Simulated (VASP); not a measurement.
# InP (F-43m) in VASP: a series of runs, part 3 of 3

VASP 6.6.1. The steps go on from the part before.

## Step 4: Single point, LDA (volume scaled by 1.04)

Contents of INCAR:

```
SYSTEM = InP
ALGO = Normal
EDIFF = 1E-7
ENCUT = 520
GGA = CA
ISIF = 2
ISMEAR = -1
LASPH = .TRUE.
LCHARG = .FALSE.
LREAL = .FALSE.
LWAVE = .FALSE.
NBANDS = 16
NELM = 100
PREC = Accurate
SIGMA = 0.05
```

Contents of KPOINTS:

```
k-points
0
G
  8 8 8
  0 0 0
```

Contents of POSCAR:

```
InP
1.0
    0.0000000000      2.9690636329      2.9690636329
    2.9690636329      0.0000000000      2.9690636329
    2.9690636329      2.9690636329      0.0000000000
In P
1 1
Direct
    0.0000000000      0.0000000000      0.0000000000
    0.7500000000      0.7500000000      0.7500000000
```

Potentials or basis: VASP PAW LDA potentials, release 64 (In_d, P).

Command:

```console
$ cat potpaw_LDA.64/In_d/POTCAR potpaw_LDA.64/P/POTCAR > POTCAR
$ mpirun -np 1 vasp_std > vasp.out
```

OUTCAR:

```text
SYSTEM = InP
   EDIFF = 1E-7
   ENCUT = 520
   GGA = CA
   ISIF = 2
   ISMEAR = -1
   LASPH = .TRUE.
   LREAL = .FALSE.
   NELM = 100
   PREC = Accurate

 ion  position               nearest neighbor table
   1  0.000  0.000  0.000-   2 2.57   2 2.57   2 2.57   2 2.57
   2  0.750  0.750  0.750-   1 2.57   1 2.57   1 2.57   1 2.57

  LATTYP: Found a face centered cubic cell.
 ALAT       =     5.9381272658

  Lattice vectors:

 A1 = (   0.0000000000,   2.9690636329,   2.9690636329)
 A2 = (   2.9690636329,   0.0000000000,   2.9690636329)
 A3 = (   2.9690636329,   2.9690636329,   0.0000000000)

Analysis of symmetry for initial positions (statically):
=====================================================================
 Subroutine PRICEL returns:
 Original cell was already a primitive cell.

 Routine SETGRP: Setting up the symmetry group for a
 face centered cubic supercell.

 Subroutine GETGRP returns: Found 24 space group operations
 (whereof 24 operations were pure point group operations)
 out of a pool of 48 trial point group operations.

The static configuration has the point symmetry T_d .

Analysis of symmetry for dynamics (positions and initial velocities):
=====================================================================
 Subroutine PRICEL returns:
 Original cell was already a primitive cell.

 Routine SETGRP: Setting up the symmetry group for a
 face centered cubic supercell.

 Subroutine GETGRP returns: Found 24 space group operations
 (whereof 24 operations were pure point group operations)
 out of a pool of 48 trial point group operations.

The dynamic configuration has the point symmetry T_d .

 Subroutine INISYM returns: Found 24 space group operations
 (whereof 24 operations are pure point group operations),
 and found     1 'primitive' translations

----------------------------------------------------------------------------------------

                                     Primitive cell

  volume of cell :      52.3466

  direct lattice vectors                    reciprocal lattice vectors
     0.000000000  2.969063633  2.969063633    -0.168403262  0.168403262  0.168403262
     2.969063633  0.000000000  2.969063633     0.168403262 -0.168403262  0.168403262
     2.969063633  2.969063633  0.000000000     0.168403262  0.168403262 -0.168403262

  length of vectors
     4.198890057  4.198890057  4.198890057     0.291683005  0.291683005  0.291683005

  position of ions in fractional coordinates (direct lattice)
     0.000000000  0.000000000  0.000000000
     0.750000000  0.750000000  0.750000000

  ion indices of the primitive-cell ions
   primitive index   ion index
                 1           1
                 2           2

----------------------------------------------------------------------------------------

 KPOINTS: k-points

Automatic generation of k-mesh.
 Grid dimensions read from file:
 generate k-points for:    8    8    8

 Generating k-lattice:

  Cartesian coordinates                     Fractional coordinates (reciprocal lattice)
    -0.021050408  0.021050408  0.021050408     0.125000000  0.000000000  0.000000000
     0.021050408 -0.021050408  0.021050408     0.000000000  0.125000000  0.000000000
     0.021050408  0.021050408 -0.021050408     0.000000000  0.000000000  0.125000000

  Length of vectors
     0.036460376  0.036460376  0.036460376

  Shift w.r.t. Gamma in fractional coordinates (k-lattice)
     0.000000000  0.000000000  0.000000000

 Subroutine IBZKPT returns following result:
 ===========================================

 Found     29 irreducible k-points:

 Following reciprocal coordinates:
            Coordinates               Weight
  0.000000  0.000000  0.000000      1.000000
  0.125000  0.000000  0.000000      8.000000
  0.250000  0.000000  0.000000      8.000000
  0.375000  0.000000  0.000000      8.000000
  0.500000  0.000000  0.000000      4.000000
  0.125000  0.125000  0.000000      6.000000
[... 16 lines left out ...]
  0.500000  0.250000  0.125000     48.000000
 -0.375000  0.250000  0.125000     24.000000
 [... further k-points ...]
   k-points           NKPTS =     29   k-points in BZ     NKDIM =     29   number of bands    NBANDS=     16
   number of dos      NEDOS =    301   number of ions     NIONS =      2
   total plane-waves  NPLWV =  32768
   dimension x,y,z NGX =    32 NGY =   32 NGZ =   32
   dimension x,y,z NGXF=    64 NGYF=   64 NGZF=   64
   ions per type =               1   1
   NGX,Y,Z   is equivalent  to a cutoff of  12.67, 12.67, 12.67 a.u.
   NGXF,Y,Z  is equivalent  to a cutoff of  25.34, 25.34, 25.34 a.u.
 SYSTEM =  InP
   PREC   = accura    normal or accurate (medium, high low for compatibility)
   ISTART =      0    job   : 0-new  1-cont  2-samecut
   ICHARG =      2    charge: 1-file 2-atom 10-const
   ISPIN  =      1    spin polarized calculation?
   LNONCOLLINEAR =      F non collinear calculations
   LSORBIT =      F    spin-orbit coupling
   LASPH  =      T    aspherical Exc in radial PAW
   ENCUT  =  520.0 eV  38.22 Ry    6.18 a.u.   7.81  7.81  7.81*2*pi/ulx,y,z
   NELM   =    100;   NELMIN=  2; NELMDL= -5     # of ELM steps
   EDIFF  = 0.1E-06   stopping-criterion for ELM
   LREAL  =      F    real-space projection
   EDIFFG = 0.1E-05   stopping-criterion for IOM
   NSW    =      0    number of steps for IOM
   IBRION =     -1    ionic relax: 0-MD 1-quasi-New 2-CG
   NFREE  =      0    steps in history (QN), initial steepest desc. (CG)
   ISIF   =      2    stress and relaxation
   ISYM   =      2    0-nonsym 1-usesym 2-fastsym
   POTIM  = 0.5000    time-step for ionic-motion
   TEBEG  =    0.0;   TEEND  =   0.0 temperature during run
   PSTRESS=    0.0 pullay stress
   NELECT =      18.0000    total number of electrons
   NUPDOWN=      -1.0000    fix difference up-down
   EMIN   =  10.00;   EMAX   =-10.00  energy-range for DOS
   EFERMI =   0.00;   METHOD = LEGACY
   ISMEAR =    -1;   SIGMA  =   0.05  broadening in eV -4-tet -1-fermi 0-gaus
   EFERMI_NEDOS =   21; number of points for ismear=-14 and -15
   IALGO  =     38    algorithm
   IMIX   =      4    mixing-type and parameters
     AMIX     =   0.40;   BMIX     =  1.00
     AMIX_MAG =   1.60;   BMIX_MAG =  1.00
  volume/ion in A,a.u.               =      26.17       176.63
  Fermi-wavevector in a.u.,A,eV,Ry     =   1.146928  2.167380 17.897701  1.315444
  Thomas-Fermi vector in A             =   2.283610
   LORBIT       =      0    0 simple, 1 ext, 2 COOP (PROOUT), +10 PAW based schemes
   GGA     = CA    functional components
   LHFCALC =     F    Hartree Fock is set to
   AEXX    =    0.0000 exact exchange contribution
   IVDW    =     0    specifies the selected vdW correction
   LEPSILON=     F    determine dielectric tensor
   LRPA    =     F    only Hartree local field effects (RPA)
 non-spin polarized calculation
  energy-cutoff  :      520.00
  volume of cell :       52.35
 maximum number of plane-waves:      1424
   NGX = 15   NGY = 15   NGZ = 15

 number of electron      18.0000007 magnetization

 Free energy of the ion-electron system (eV)
  ---------------------------------------------------
  ext. energy  EPLUGINS =         0.00000000
  ---------------------------------------------------
  free energy    TOTEN  =        -9.63962055 eV

  energy without entropy =       -9.63946710  energy(sigma->0) =       -9.63954382

 E-fermi :   4.7680     XC(G=0):  -9.4430

 val. band max:        4.5855946514   @ k =   0.0000   0.0000   0.0000
 cond. band min:       4.8830594015   @ k =   0.0000   0.0000   0.0000
 fundamental gap:      0.2974647501
 Fermi energy:         4.7679993418

 k-point     1 :       0.0000    0.0000    0.0000
  band No.  band energies     occupation
      1      -9.5246      2.00000
      2      -9.5246      2.00000
      3      -9.5246      2.00000
      4      -9.3883      2.00000
      5      -9.3883      2.00000
      6      -6.6972      2.00000
[... 8 lines left out ...]
     15      13.9700      0.00000
     16      13.9700      0.00000
[... 419 lines left out ...]
 k-point    24 :      -0.3750    0.2500    0.1250
  band No.  band energies     occupation
      1      -9.6385      2.00000
      2      -9.4819      2.00000
      3      -9.4638      2.00000
      4      -9.3932      2.00000
      5      -9.3769      2.00000
      6      -4.7686      2.00000
[... 8 lines left out ...]
     15      15.0434      0.00000
     16      15.6742      0.00000

 [... further k-points ...]

------------------------ aborting loop because EDIFF is reached ----------------------------------------

  FORCE on cell =-STRESS in cart. coord.  units (eV):
  Direction    XX          YY          ZZ          XY          YZ          ZX
  --------------------------------------------------------------------------------------
  -------------------------------------------------------------------------------------
  Total       -1.1555317     -1.1555317     -1.1555317     -0.0000000     -0.0000000     -0.0000000
  in kB      -35.3674661    -35.3674661    -35.3674661     -0.0000000     -0.0000000     -0.0000000
  external PRESSURE =     -35.3674661 kB  Pullay stress =       0.0000000 kB

 VOLUME and BASIS-vectors are now :
 -----------------------------------------------------------------------------
  energy-cutoff  :      520.00
  volume of cell :       52.35
      direct lattice vectors                 reciprocal lattice vectors
     0.000000000  2.969063633  2.969063633    -0.168403262  0.168403262  0.168403262
     2.969063633  0.000000000  2.969063633     0.168403262 -0.168403262  0.168403262
     2.969063633  2.969063633  0.000000000     0.168403262  0.168403262 -0.168403262

 POSITION                                       TOTAL-FORCE (eV/Angst)
 -----------------------------------------------------------------------------------
      0.00000      0.00000      0.00000         0.000000      0.000000      0.000000
      4.45360      4.45360      4.45360        -0.000000     -0.000000     -0.000000
 -----------------------------------------------------------------------------------
    total drift:                                0.000000      0.000000      0.000000

  FREE ENERGIE OF THE ION-ELECTRON SYSTEM (eV)
  ---------------------------------------------------
  free  energy   TOTEN  =        -9.6396205477 eV

  energy  without entropy=       -9.6394670964  energy(sigma->0) =       -9.63954382
```

Run time: 32 s. Hardware: 1 thread of Intel Xeon 8259CL, shared host; peak memory 0.16 GiB.

Results:

```
Free energy            : -9.6396 eV
Pressure               : -3.5 GPa
Band gap on the k mesh : 0.30 eV, direct
```

Caveat: spin-orbit coupling is left out, which moves the levels of the heavy elements.

## Step 5: The runs side by side

| level | potentials or basis | cell | smearing | gap on the mesh (eV) | pressure (GPa) |
| --- | --- | --- | --- | --- | --- |
| PBE | VASP PAW PBE potentials, release 64 (In_d, P) | a = 4.144 Å, angles 60.0°, 2 atoms | gaussian 0.024 eV | 0.71 | 3.3 |
| LDA | VASP PAW LDA potentials, release 64 (In_d, P) | a = 4.172 Å, angles 60.0°, 2 atoms | fermi-dirac 0.05 eV | 0.40 | -2.4 |
| LDA | VASP PAW LDA potentials, release 64 (In_d, P) | a = 4.199 Å, angles 60.0°, 2 atoms | fermi-dirac 0.05 eV | 0.30 | -3.5 |

Alike in all rows: task single point; no spin polarisation; k mesh 8 × 8 × 8; cutoff (eV) 520.

Caveats: spin-orbit coupling is left out, which moves the levels of the heavy elements.

Absolute energies hang on the potentials; compare differences alone.
